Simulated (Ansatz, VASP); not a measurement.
## One calculation of SnS, two programs

```
Sn S
1.0
    11.44344    0.00000    0.00000
     0.00000    4.02205    0.00000
     0.00000    0.00000    4.45606
Sn S
4 4
Direct
  0.12150 0.25000 0.13024
  0.37850 0.75000 0.63024
  0.62150 0.25000 0.36976
  0.87850 0.75000 0.86976
  0.84990 0.25000 0.47728
  0.65010 0.75000 0.97728
  0.34990 0.25000 0.02272
  0.15010 0.75000 0.52272
```

Alike in both runs: functional PBE; k mesh 4 × 8 × 6; occupations fermi-dirac, width 0.02 eV; no spin polarisation.

Ansatz relaxed the structure, and its values are those at the end. VASP's run is a single point on that final structure, the one shown.

```csv
,VASP,Ansatz
version,VASP 6.6.1,Ansatz 0.2.0
potentials or method,"VASP PAW PBE potentials, release 64 (Sn_d, S), cutoff 500 eV",PAW plane waves
valence electrons in the cell,80,80
```

Ansatz gave:

```
gap on the k mesh at the Fermi level (eV) : 1.04
pressure (GPa)                            : 0.0
```

Question: Estimate VASP's values.

Answer: gap on the k mesh at the Fermi level (eV): 1.04; pressure (GPa): -0.1.
